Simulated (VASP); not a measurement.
# CuAu (P4/mmm) in VASP: further runs

The runs below take CuAu through single point, relaxation of cell and atoms, with LDA.

Program: VASP 6.6.1. These are calculated values, not measurements. Logs are shortened: lines on timing, memory, paths and dates and some standing lists are left out, and cuts for length are marked.

## 1. The cell of the first run

It takes space group P4/mmm (No. 123, tetragonal). Conventional cell: a = 2.793 Å, b = 2.793 Å, c = 3.532 Å, α = 90.00°, β = 90.00°, γ = 90.00°. Within 3.5 Å of Cu (site symmetry 4/mmm) lie 8 Au at 2.65 Å and 4 Cu at 2.79 Å. Au (site symmetry 4/mmm) has 8 Cu at 2.65 Å and 4 Au at 2.79 Å within 3.5 Å.

## 2. Single point, LDA

INCAR

```
SYSTEM = CuAu
PREC = Accurate ; ENCUT = 520
EDIFF = 1E-7 ; ISMEAR = 0
SIGMA = 0.1 ; LREAL = .False.
LASPH = .True. ; NELM = 100
ALGO = Normal ; ISIF = 2
LWAVE = .False. ; LCHARG = .True.
GGA = CA ; LELF = .True.
LVHAR = .True. ; NBANDS = 18
```

KPOINTS

```
regular mesh
0
Gamma
  16 16 12
  0 0 0
```

POSCAR

```
CuAu
1.0
    2.7929482534      0.0000000000      0.0000000000
    0.0000000000      2.7929482534      0.0000000000
    0.0000000000      0.0000000000      3.5323529855
Cu Au
1 1
Direct
    0.5000000000      0.5000000000      0.5000000000
    0.0000000000      0.0000000000      0.0000000000
```

Potentials or basis: VASP PAW LDA potentials, release 64 (Cu, Au).

Launch:

```sh
$ cat potpaw_LDA.64/Cu/POTCAR potpaw_LDA.64/Au/POTCAR > POTCAR
$ mpirun -np 1 vasp_std > vasp.out
```

OUTCAR:

```text
SYSTEM = CuAu
   PREC = Accurate
   ENCUT = 520
   EDIFF = 1E-7
   ISMEAR = 0
   LREAL = .False.
   LASPH = .True.
   NELM = 100
   ISIF = 2
   GGA = CA

 ion  position               nearest neighbor table
   1  0.500  0.500  0.500-   2 2.65   2 2.65   2 2.65   2 2.65   2 2.65   2 2.65   2 2.65   2 2.65

   2  0.000  0.000  0.000-   1 2.65   1 2.65   1 2.65   1 2.65   1 2.65   1 2.65   1 2.65   1 2.65

  LATTYP: Found a simple tetragonal cell.
 ALAT       =     2.7929482534
 C/A-ratio  =     1.2647398609

  Lattice vectors:

 A1 = (   2.7929482534,   0.0000000000,   0.0000000000)
 A2 = (   0.0000000000,   2.7929482534,   0.0000000000)
 A3 = (   0.0000000000,   0.0000000000,   3.5323529855)

Analysis of symmetry for initial positions (statically):
=====================================================================
 Subroutine PRICEL returns:
 Original cell was already a primitive cell.

 Routine SETGRP: Setting up the symmetry group for a
 simple tetragonal supercell.

 Subroutine GETGRP returns: Found 16 space group operations
 (whereof 16 operations were pure point group operations)
 out of a pool of 16 trial point group operations.

The static configuration has the point symmetry D_4h.

Analysis of symmetry for dynamics (positions and initial velocities):
=====================================================================
 Subroutine PRICEL returns:
 Original cell was already a primitive cell.

 Routine SETGRP: Setting up the symmetry group for a
 simple tetragonal supercell.

 Subroutine GETGRP returns: Found 16 space group operations
 (whereof 16 operations were pure point group operations)
 out of a pool of 16 trial point group operations.

The dynamic configuration has the point symmetry D_4h.

 Subroutine INISYM returns: Found 16 space group operations
 (whereof 16 operations are pure point group operations),
 and found     1 'primitive' translations

----------------------------------------------------------------------------------------

                                     Primitive cell

  volume of cell :      27.5543

  direct lattice vectors                    reciprocal lattice vectors
     2.792948253  0.000000000  0.000000000     0.358044586  0.000000000  0.000000000
     0.000000000  2.792948253  0.000000000     0.000000000  0.358044586  0.000000000
     0.000000000  0.000000000  3.532352986     0.000000000  0.000000000  0.283097415

  length of vectors
     2.792948253  2.792948253  3.532352986     0.358044586  0.358044586  0.283097415

  position of ions in fractional coordinates (direct lattice)
     0.500000000  0.500000000  0.500000000
     0.000000000  0.000000000  0.000000000

  ion indices of the primitive-cell ions
   primitive index   ion index
                 1           1
                 2           2

----------------------------------------------------------------------------------------

 KPOINTS: regular mesh

Automatic generation of k-mesh.
 Grid dimensions read from file:
 generate k-points for:   16   16   12

 Generating k-lattice:

  Cartesian coordinates                     Fractional coordinates (reciprocal lattice)
     0.022377787  0.000000000  0.000000000     0.062500000  0.000000000  0.000000000
     0.000000000  0.022377787  0.000000000     0.000000000  0.062500000  0.000000000
     0.000000000  0.000000000  0.023591451     0.000000000  0.000000000  0.083333333

  Length of vectors
     0.022377787  0.022377787  0.023591451

  Shift w.r.t. Gamma in fractional coordinates (k-lattice)
     0.000000000  0.000000000  0.000000000

 Subroutine IBZKPT returns following result:
 ===========================================

 Found    315 irreducible k-points:

 Following reciprocal coordinates:
            Coordinates               Weight
  0.000000  0.000000  0.000000      1.000000
  0.062500  0.000000  0.000000      4.000000
  0.125000  0.000000  0.000000      4.000000
  0.187500  0.000000  0.000000      4.000000
  0.250000  0.000000  0.000000      4.000000
  0.312500  0.000000  0.000000      4.000000
[... 16 lines left out ...]
  0.437500  0.125000  0.000000      8.000000
  0.500000  0.125000  0.000000      4.000000
 [... further k-points ...]
   k-points           NKPTS =    315   k-points in BZ     NKDIM =    315   number of bands    NBANDS=     18
   number of dos      NEDOS =    301   number of ions     NIONS =      2
   total plane-waves  NPLWV =  16128
   dimension x,y,z NGX =    24 NGY =   24 NGZ =   28
   dimension x,y,z NGXF=    48 NGYF=   48 NGZF=   56
   ions per type =               1   1
   NGX,Y,Z   is equivalent  to a cutoff of  14.29, 14.29, 13.18 a.u.
   NGXF,Y,Z  is equivalent  to a cutoff of  28.57, 28.57, 26.36 a.u.
 SYSTEM =  CuAu
   PREC   = accura    normal or accurate (medium, high low for compatibility)
   ISTART =      0    job   : 0-new  1-cont  2-samecut
   ICHARG =      2    charge: 1-file 2-atom 10-const
   ISPIN  =      1    spin polarized calculation?
   LNONCOLLINEAR =      F non collinear calculations
   LSORBIT =      F    spin-orbit coupling
   LASPH  =      T    aspherical Exc in radial PAW
   ENCUT  =  520.0 eV  38.22 Ry    6.18 a.u.   5.19  5.19  6.57*2*pi/ulx,y,z
   NELM   =    100;   NELMIN=  2; NELMDL= -5     # of ELM steps
   EDIFF  = 0.1E-06   stopping-criterion for ELM
   LREAL  =      F    real-space projection
   EDIFFG = 0.1E-05   stopping-criterion for IOM
   NSW    =      0    number of steps for IOM
   IBRION =     -1    ionic relax: 0-MD 1-quasi-New 2-CG
   NFREE  =      0    steps in history (QN), initial steepest desc. (CG)
   ISIF   =      2    stress and relaxation
   ISYM   =      2    0-nonsym 1-usesym 2-fastsym
   POTIM  = 0.5000    time-step for ionic-motion
   TEBEG  =    0.0;   TEEND  =   0.0 temperature during run
   PSTRESS=    0.0 pullay stress
   NELECT =      22.0000    total number of electrons
   NUPDOWN=      -1.0000    fix difference up-down
   EMIN   =  10.00;   EMAX   =-10.00  energy-range for DOS
   EFERMI =   0.00;   METHOD = LEGACY
   ISMEAR =     0;   SIGMA  =   0.10  broadening in eV -4-tet -1-fermi 0-gaus
   EFERMI_NEDOS =   21; number of points for ismear=-14 and -15
   IALGO  =     38    algorithm
   IMIX   =      4    mixing-type and parameters
     AMIX     =   0.40;   BMIX     =  1.00
     AMIX_MAG =   1.60;   BMIX_MAG =  1.00
  volume/ion in A,a.u.               =      13.78        92.97
  Fermi-wavevector in a.u.,A,eV,Ry     =   1.518748  2.870018 31.383144  2.306596
  Thomas-Fermi vector in A             =   2.627827
   LORBIT       =      0    0 simple, 1 ext, 2 COOP (PROOUT), +10 PAW based schemes
   GGA     = CA    functional components
   LHFCALC =     F    Hartree Fock is set to
   AEXX    =    0.0000 exact exchange contribution
   IVDW    =     0    specifies the selected vdW correction
   LEPSILON=     F    determine dielectric tensor
   LRPA    =     F    only Hartree local field effects (RPA)
 non-spin polarized calculation
 Gauss-broadening in eV      SIGMA  =   0.10
  energy-cutoff  :      520.00
  volume of cell :       27.55
 maximum number of plane-waves:       764
 NGX is ok and might be reduce to    24
   NGX = 11   NGY = 11   NGZ = 13

 number of electron      22.0000011 magnetization

 Free energy of the ion-electron system (eV)
  ---------------------------------------------------
  ext. energy  EPLUGINS =         0.00000000
  ---------------------------------------------------
  free energy    TOTEN  =        -9.26712560 eV

  energy without entropy =       -9.26428804  energy(sigma->0) =       -9.26570682

 E-fermi :   9.3851     XC(G=0): -13.2953

 val. band max:        9.3699780712   @ k =   0.3750   0.3750   0.2500
 cond. band min:       9.3964497933   @ k =   0.4375   0.3750   0.1667
 fundamental gap:      0.0264717221
 Fermi energy:         9.3850730129

 k-point     1 :       0.0000    0.0000    0.0000
  band No.  band energies     occupation
      1      -0.9482      2.00000
      2       2.3738      2.00000
      3       2.5186      2.00000
      4       5.0112      2.00000
      5       5.0112      2.00000
      6       6.0927      2.00000
[... 10 lines left out ...]
     17      26.4124      0.00000
     18      27.0196      0.00000

 k-point     2 :       0.0625    0.0000    0.0000
  band No.  band energies     occupation
      1      -0.8548      2.00000
      2       2.4235      2.00000
      3       2.5699      2.00000
      4       4.9616      2.00000
      5       5.0349      2.00000
      6       6.0562      2.00000
[... 10 lines left out ...]
     17      27.0801      0.00000
     18      27.1079      0.00000

 k-point     3 :       0.1250    0.0000    0.0000
  band No.  band energies     occupation
      1      -0.5813      2.00000
      2       2.5414      2.00000
      3       2.7478      2.00000
      4       4.8170      2.00000
      5       5.1049      2.00000
      6       5.9495      2.00000
[... 10 lines left out ...]
     17      27.1799      0.00000
     18      28.8505      0.00000

 k-point     4 :       0.1875    0.0000    0.0000
  band No.  band energies     occupation
      1      -0.1481      2.00000
      2       2.6948      2.00000
      3       3.0602      2.00000
      4       4.5931      2.00000
      5       5.2174      2.00000
      6       5.7835      2.00000
[... 10 lines left out ...]
     17      27.0162      0.00000
     18      28.9124      0.00000

 k-point     5 :       0.2500    0.0000    0.0000
  band No.  band energies     occupation
      1       0.4084      2.00000
      2       2.8824      2.00000
      3       3.4622      2.00000
      4       4.3232      2.00000
      5       5.3655      2.00000
      6       5.5806      2.00000
[... 10 lines left out ...]
     17      26.2469      0.00000
     18      28.2697      0.00000

 k-point     6 :       0.3125    0.0000    0.0000
  band No.  band energies     occupation
      1       1.0309      2.00000
      2       3.0990      2.00000
      3       3.8843      2.00000
      4       4.0535      2.00000
      5       5.3737      2.00000
      6       5.5383      2.00000
[... 10 lines left out ...]
     17      25.0229      0.00000
     18      27.3285      0.00000

 k-point     7 :       0.3750    0.0000    0.0000
  band No.  band energies     occupation
      1       1.6292      2.00000
      2       3.3357      2.00000
      3       3.8287      2.00000
      4       4.2303      2.00000
      5       5.1978      2.00000
      6       5.7170      2.00000
[... 10 lines left out ...]
     17      23.8610      0.00000
     18      26.2806      0.00000

 k-point     8 :       0.4375    0.0000    0.0000
  band No.  band energies     occupation
      1       2.0729      2.00000
      2       3.5680      2.00000
      3       3.6815      2.00000
      4       4.4084      2.00000
      5       5.0807      2.00000
      6       5.8675      2.00000
[... 10 lines left out ...]
     17      25.2315      0.00000
     18      25.5395      0.00000
[... 229 lines left out ...]
     17      27.4527      0.00000
     18      28.9241      0.00000

 k-point    20 :       0.2500    0.1250    0.0000
  band No.  band energies     occupation
      1       0.7557      2.00000
      2       3.1438      2.00000
      3       3.5233      2.00000
      4       4.2585      2.00000
      5       5.0459      2.00000
      6       5.3337      2.00000
[... 10 lines left out ...]
     17      26.4516      0.00000
     18      28.4399      0.00000

 k-point    21 :       0.3125    0.1250    0.0000
  band No.  band energies     occupation
      1       1.3640      2.00000
      2       3.3376      2.00000
      3       3.8258      2.00000
      4       3.9869      2.00000
      5       5.0381      2.00000
      6       5.2274      2.00000
[... 10 lines left out ...]
     17      25.0621      0.00000
     18      26.9856      0.00000

 k-point    22 :       0.3750    0.1250    0.0000
  band No.  band energies     occupation
      1       1.9617      2.00000
      2       3.5296      2.00000
      3       3.7589      2.00000
      4       3.8909      2.00000
      5       5.0214      2.00000
      6       5.3234      2.00000
[... 10 lines left out ...]
     17      23.7594      0.00000
     18      25.6762      0.00000

 k-point    23 :       0.4375    0.1250    0.0000
  band No.  band energies     occupation
      1       2.4495      2.00000
      2       3.6095      2.00000
      3       3.6789      2.00000
      4       3.7670      2.00000
      5       5.0053      2.00000
      6       5.4794      2.00000
[... 10 lines left out ...]
     17      23.0579      0.00000
     18      24.7974      0.00000

 k-point    24 :       0.5000    0.1250    0.0000
  band No.  band energies     occupation
      1       2.6628      2.00000
      2       3.5578      2.00000
      3       3.6626      2.00000
      4       3.7459      2.00000
      5       4.9988      2.00000
      6       5.5349      2.00000
[... 10 lines left out ...]
     17      22.8693      0.00000
     18      24.4658      0.00000

 [... further k-points ...]

------------------------ aborting loop because EDIFF is reached ----------------------------------------

  FORCE on cell =-STRESS in cart. coord.  units (eV):
  Direction    XX          YY          ZZ          XY          YZ          ZX
  --------------------------------------------------------------------------------------
  -------------------------------------------------------------------------------------
  Total        0.0924654      0.0924654      0.0943276      0.0000000      0.0000000      0.0000000
  in kB        5.3765047      5.3765047      5.4847849      0.0000000      0.0000000      0.0000000
  external PRESSURE =       5.4125981 kB  Pullay stress =       0.0000000 kB

 VOLUME and BASIS-vectors are now :
 -----------------------------------------------------------------------------
  energy-cutoff  :      520.00
  volume of cell :       27.55
      direct lattice vectors                 reciprocal lattice vectors
     2.792948253  0.000000000  0.000000000     0.358044586  0.000000000  0.000000000
     0.000000000  2.792948253  0.000000000     0.000000000  0.358044586  0.000000000
     0.000000000  0.000000000  3.532352986     0.000000000  0.000000000  0.283097415

 POSITION                                       TOTAL-FORCE (eV/Angst)
 -----------------------------------------------------------------------------------
      1.39647      1.39647      1.76618         0.000000      0.000000      0.000000
      0.00000      0.00000      0.00000         0.000000      0.000000      0.000000
 -----------------------------------------------------------------------------------
    total drift:                                0.000000      0.000000     -0.000000

  FREE ENERGIE OF THE ION-ELECTRON SYSTEM (eV)
  ---------------------------------------------------
  free  energy   TOTEN  =        -9.2671255998 eV

  energy  without entropy=       -9.2642880403  energy(sigma->0) =       -9.26570682
```

It took 70 s on 1 thread of AMD EPYC 9R45 (Zen 5), shared host; peak memory 0.24 GiB.

Results:

```
Free energy            : -9.2671 eV
Pressure               : 0.5 GPa
Band gap on the k mesh : zero (band 11 reaches 14.66 eV, above the bottom of band 12 at 7.15 eV)
```

Caveat: spin-orbit coupling is left out, which moves the levels of the heavy elements.

(Continued in part 2 of 2.)
